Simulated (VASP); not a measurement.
# CuAu (R-3m) in VASP: settings compared, part 3 of 3

VASP 6.6.1. The steps go on from the part before.

## Step 4: Single point, LDA

This run uses another cell than the first one, of 15.04 Å³/atom, 1.043 times its volume.

Input file INCAR:

```
PREC     = Accurate       # precision mode
ENCUT    = 700            # plane-wave cutoff, eV
EDIFF    = 1E-6           # SCF threshold, eV
ISMEAR   = -1             # smearing method
SIGMA    = 0.05           # smearing width, eV
LREAL    = False          # projectors in reciprocal space
LASPH    = True           # aspherical terms in the spheres
NELM     = 120            # most SCF steps
ALGO     = Normal         # electronic algorithm
ISIF     = 2              # what is computed and relaxed
LWAVE    = False          # write WAVECAR
LCHARG   = False          # write CHGCAR
NBANDS   = 26             # bands
GGA_COMPAT= False
```

Input file KPOINTS:

```
regular mesh
0
Gamma
  11 11 11
```

Input file POSCAR:

```
CuAu
1.0
    1.4333716108      0.8275574853      4.2276049958
   -1.4333716108      0.8275574853      4.2276049958
    0.0000000000     -1.6551149707      4.2276049958
Au Cu
1 1
Direct
    0.0000000000      0.0000000000      0.0000000000
    0.5000000000      0.5000000000      0.5000000000
```

Potentials or basis: VASP PAW LDA potentials, release 64 (Au_sv_GW, Cu_sv_GW).

Started as:

```sh
cat potpaw_LDA.64/Au_sv_GW/POTCAR potpaw_LDA.64/Cu_sv_GW/POTCAR > POTCAR
mpirun -np 1 vasp_std > vasp.out
```

OUTCAR:

```text
PREC = Accurate
   ENCUT = 700
   EDIFF = 1E-6
   ISMEAR = -1
   LREAL = False
   LASPH = True
   NELM = 120
   ISIF = 2

 ion  position               nearest neighbor table
   1  0.000  0.000  0.000-   2 2.68   2 2.68   2 2.68   2 2.68   2 2.68   2 2.68
   2  0.500  0.500  0.500-   1 2.68   1 2.68   1 2.68   1 2.68   1 2.68   1 2.68

  LATTYP: Found a trigonal (rhomboedric) cell.
 ALAT       =     4.5400495115
 COS(alpha) =     0.8006453295

  Lattice vectors:

 A1 = (   1.4333716108,   0.8275574853,   4.2276049958)
 A2 = (  -1.4333716108,   0.8275574853,   4.2276049958)
 A3 = (   0.0000000000,  -1.6551149707,   4.2276049958)

Analysis of symmetry for initial positions (statically):
=====================================================================
 Subroutine PRICEL returns:
 Original cell was already a primitive cell.

 Routine SETGRP: Setting up the symmetry group for a
 trigonal (rhombohedral) supercell.

 Subroutine GETGRP returns: Found 12 space group operations
 (whereof 12 operations were pure point group operations)
 out of a pool of 12 trial point group operations.

The static configuration has the point symmetry D_3d.

Analysis of symmetry for dynamics (positions and initial velocities):
=====================================================================
 Subroutine PRICEL returns:
 Original cell was already a primitive cell.

 Routine SETGRP: Setting up the symmetry group for a
 trigonal (rhombohedral) supercell.

 Subroutine GETGRP returns: Found 12 space group operations
 (whereof 12 operations were pure point group operations)
 out of a pool of 12 trial point group operations.

The dynamic configuration has the point symmetry D_3d.

 Subroutine INISYM returns: Found 12 space group operations
 (whereof 12 operations are pure point group operations),
 and found     1 'primitive' translations

[... 106 lines left out ...]
   NUPDOWN=      -1.0000    fix difference up-down
   EMIN   =  10.00;   EMAX   =-10.00  energy-range for DOS
   EFERMI =   0.00;   METHOD = LEGACY
   ISMEAR =    -1;   SIGMA  =   0.05  broadening in eV -4-tet -1-fermi 0-gaus
   EFERMI_NEDOS =   21; number of points for ismear=-14 and -15
   IALGO  =     38    algorithm
   IMIX   =      4    mixing-type and parameters
     AMIX     =   0.40;   BMIX     =  1.00
     AMIX_MAG =   1.60;   BMIX_MAG =  1.00
  volume/ion in A,a.u.               =      15.04       101.52
  Fermi-wavevector in a.u.,A,eV,Ry     =   1.769573  3.344008 42.605130  3.131389
  Thomas-Fermi vector in A             =   2.836535
   LORBIT       =      0    0 simple, 1 ext, 2 COOP (PROOUT), +10 PAW based schemes
   GGA     = CA    functional components
   LHFCALC =     F    Hartree Fock is set to
   AEXX    =    0.0000 exact exchange contribution
   IVDW    =     0    specifies the selected vdW correction
   LEPSILON=     F    determine dielectric tensor
   LRPA    =     F    only Hartree local field effects (RPA)
 non-spin polarized calculation
  energy-cutoff  :      700.00
  volume of cell :       30.09
 maximum number of plane-waves:      1290
   NGX = 19   NGY = 19   NGZ = 19

 number of electron      37.9999994 magnetization

 Free energy of the ion-electron system (eV)
  ---------------------------------------------------
  ext. energy  EPLUGINS =         0.00000000
  ---------------------------------------------------
  free energy    TOTEN  =        -8.51390655 eV

  energy without entropy =       -8.50589660  energy(sigma->0) =       -8.50990157

 E-fermi :   7.6187     XC(G=0): -13.4329

 val. band max:        7.6186040796   @ k =  -0.2727   0.2727   0.0909
 cond. band min:       7.6300063612   @ k =  -0.2727  -0.3636   0.1818
 fundamental gap:      0.0114022816
 Fermi energy:         7.6186568121

 k-point     1 :       0.0000    0.0000    0.0000
  band No.  band energies     occupation
      1    -103.5862      2.00000
      2     -97.9022      2.00000
      3     -61.5816      2.00000
      4     -61.5521      2.00000
      5     -61.5521      2.00000
      6     -49.5338      2.00000
[... 685 lines left out ...]
     25      20.2303      0.00000
     26      27.2677      0.00000

 [... further k-points ...]

------------------------ aborting loop because EDIFF is reached ----------------------------------------

  FORCE on cell =-STRESS in cart. coord.  units (eV):
  Direction    XX          YY          ZZ          XY          YZ          ZX
  --------------------------------------------------------------------------------------
  -------------------------------------------------------------------------------------
  Total       -2.3037450     -2.3037450     -2.1352073      0.0000000      0.0000000      0.0000000
  in kB     -122.6711283   -122.6711283   -113.6967391      0.0000000      0.0000000      0.0000000
  external PRESSURE =    -119.6796653 kB  Pullay stress =       0.0000000 kB

 VOLUME and BASIS-vectors are now :
 -----------------------------------------------------------------------------
  energy-cutoff  :      700.00
  volume of cell :       30.09
      direct lattice vectors                 reciprocal lattice vectors
     1.433371611  0.827557485  4.227604996     0.348827894  0.201395878  0.078846849
    -1.433371611  0.827557485  4.227604996    -0.348827894  0.201395878  0.078846849
     0.000000000 -1.655114971  4.227604996     0.000000000 -0.402791757  0.078846849

 POSITION                                       TOTAL-FORCE (eV/Angst)
 -----------------------------------------------------------------------------------
      0.00000      0.00000      0.00000         0.000000     -0.000000      0.000000
      0.00000     -0.00000      6.34141         0.000000      0.000000      0.000000
 -----------------------------------------------------------------------------------
    total drift:                               -0.000000      0.000000     -0.000000

  FREE ENERGIE OF THE ION-ELECTRON SYSTEM (eV)
  ---------------------------------------------------
  free  energy   TOTEN  =        -8.5139065451 eV

  energy  without entropy=       -8.5058966038  energy(sigma->0) =       -8.50990157
```

OSZICAR:

```text
N       E                     dE             d eps       ncg     rms          rms(c)
DAV:   1     0.805581708023E+03    0.80558E+03   -0.27181E+04 11230   0.458E+03
DAV:   2     0.843489453782E+02   -0.72123E+03   -0.69572E+03 11248   0.124E+03
DAV:   3    -0.503398011625E+01   -0.89383E+02   -0.85936E+02 12934   0.486E+02
DAV:   4    -0.106982349586E+02   -0.56643E+01   -0.56155E+01 14068   0.136E+02
DAV:   5    -0.109315745073E+02   -0.23334E+00   -0.23329E+00 12816   0.192E+01    0.128E+01
DAV:   6    -0.857676696253E+01    0.23548E+01   -0.93793E+00 13120   0.679E+01    0.128E+01
DAV:   7    -0.854447144352E+01    0.32296E-01   -0.60853E-01 13792   0.228E+01    0.693E+00
DAV:   8    -0.856408049075E+01   -0.19609E-01   -0.32952E-01 12712   0.307E+01    0.183E+00
DAV:   9    -0.851361548205E+01    0.50465E-01   -0.18219E-01 10264   0.299E+01    0.425E-01
DAV:  10    -0.851391482518E+01   -0.29934E-03   -0.15272E-02 14936   0.239E+00    0.123E-01
DAV:  11    -0.851392323715E+01   -0.84120E-05   -0.49063E-04 12088   0.683E-01    0.354E-02
DAV:  12    -0.851390833292E+01    0.14904E-04   -0.41132E-05 13696   0.227E-01    0.218E-02
DAV:  13    -0.851390660343E+01    0.17295E-05   -0.28767E-06  6440   0.944E-02    0.781E-03
DAV:  14    -0.851390654511E+01    0.58324E-07   -0.25287E-06  8152   0.420E-02
   1 F= -.85139065E+01 E0= -.85099016E+01  d E =-.800994E-02
```

stdout:

```text
POSCAR found type information on POSCAR AuCu
 POSCAR found :  2 types and       2 ions
 scaLAPACK will be used
 LDA part: xc-table for (Slater(with rela. corr.)+CA(PZ))
 , standard interpolation
 POSCAR, INCAR and KPOINTS ok, starting setup
 FFT: planning ... GRIDC
 FFT: planning ... GRID_SOFT
 FFT: planning ... GRID
 WAVECAR not read
 entering main loop
```

Wall time 7.7 min (1 thread of AMD EPYC 7R43 (Zen 3), shared host); peak memory 0.34 GiB.

What came out:

- Free energy: -8.5139 eV
- Pressure: -12.0 GPa
- Band gap on the k mesh: zero (band 19 reaches 9.66 eV, above the bottom of band 20 at 5.41 eV)

Stress tensor (GPa, compression positive):
```
-12.27   0.00   0.00
  0.00 -12.27   0.00
  0.00   0.00 -11.37
```

Caveat: spin-orbit coupling is left out, which moves the levels of the heavy elements.

## Step 5: Single point, PBEsol

This run uses another cell than the first one, of 15.35 Å³/atom, 1.064 times its volume.

Input file INCAR:

```
SYSTEM = CuAu
ALGO     = Normal         ! electronic algorithm
EDIFF    = 1E-7           ! SCF threshold, eV
ENCUT    = 520            ! plane-wave cutoff, eV
GGA      = PS             ! functional
ISIF     = 2              ! what is computed and relaxed
ISMEAR   = -1             ! smearing method
LASPH    = .True.         ! aspherical terms in the spheres
LCHARG   = .False.        ! write CHGCAR
LREAL    = .False.        ! projectors in reciprocal space
LWAVE    = .False.        ! write WAVECAR
NBANDS   = 18             ! bands
NELM     = 80             ! most SCF steps
PREC     = Accurate       ! precision mode
SIGMA    = 0.05           ! smearing width, eV
```

Input file KPOINTS:

```
k-points
0
Gamma
  8 8 8
  0 0 0
```

Input file POSCAR:

```
CuAu
1.0
    1.4430568479      0.8331492596      4.2561707609
   -1.4430568479      0.8331492596      4.2561707609
    0.0000000000     -1.6662985192      4.2561707609
Au Cu
1 1
Direct
    0.0000000000      0.0000000000      0.0000000000
    0.5000000000      0.5000000000      0.5000000000
```

Potentials or basis: VASP PAW PBE potentials, release 64 (Au, Cu).

Started as:

```sh
cat potpaw_PBE.64/Au/POTCAR potpaw_PBE.64/Cu/POTCAR > POTCAR
mpirun -np 1 vasp_std > vasp.out
```

Run time: 62 s. Hardware: 1 thread of AMD EPYC 9R45 (Zen 5), shared host; peak memory 0.2 GiB.

It converged, with:

```yaml
Free_energy: -8.1429 eV
Pressure: -7.8 GPa
Band_gap_on_the_k_mesh: zero (band 11 reaches 9.55 eV, above the bottom of band 12 at 5.68 eV)
```

Stress tensor (GPa, compression positive):
```
-7.23  0.00  0.00
 0.00 -7.23  0.00
 0.00  0.00 -8.89
```

Levels at points of the mesh, in eV from the Fermi level:
```tsv
k point	band 9	band 10	band 11	band 12	band 13	band 14
(0.00, 0.00, 0.00)	-2.08	-1.47	-1.47	-0.01	4.68	14.65
(0.50, 0.00, 0.00)	-1.90	-1.64	0.15	1.11	5.53	6.93
(0.50, 0.50, 0.00)	-1.47	-1.32	-1.08	1.26	2.76	6.37
(0.50, 0.50, 0.50)	-2.41	-2.41	-2.05	-2.05	12.42	14.54
```

Caveat: the PAW data sets were made with another functional, which shifts forces and pressure a little; spin-orbit coupling is left out, which moves the levels of the heavy elements.

## Step 6: Summary

| level | potentials or basis | cell | k mesh | cutoff (eV) | second run | gap on the mesh (eV) | pressure (GPa) |
| --- | --- | --- | --- | --- | --- | --- | --- |
| LDA | VASP PAW LDA potentials, release 64 (Au_sv_GW, Cu_sv_GW) | a = 4.477 Å, angles 36.8°, 2 atoms | 11 × 11 × 11 | 700 | valence_matched | none | -5.9 |
| LDA | VASP PAW LDA potentials, release 64 (Au_sv_GW, Cu_sv_GW) | a = 4.509 Å, angles 36.8°, 2 atoms | 11 × 11 × 11 | 700 | valence_matched | none | -9.1 |
| LDA | VASP PAW LDA potentials, release 64 (Au_sv_GW, Cu_sv_GW) | a = 4.540 Å, angles 36.8°, 2 atoms | 11 × 11 × 11 | 700 | valence_matched | none | -12.0 |
| PBEsol | VASP PAW PBE potentials, release 64 (Au, Cu) | a = 4.571 Å, angles 36.8°, 2 atoms | 8 × 8 × 8 | 520 | - | none | -7.8 |

Alike in all rows: task single point; no spin polarisation; smearing fermi-dirac 0.05 eV.

Caveats: spin-orbit coupling is left out, which moves the levels of the heavy elements; the PAW data sets were made with another functional, which shifts forces and pressure a little (some runs).

Absolute energies hang on the potentials; compare differences alone.
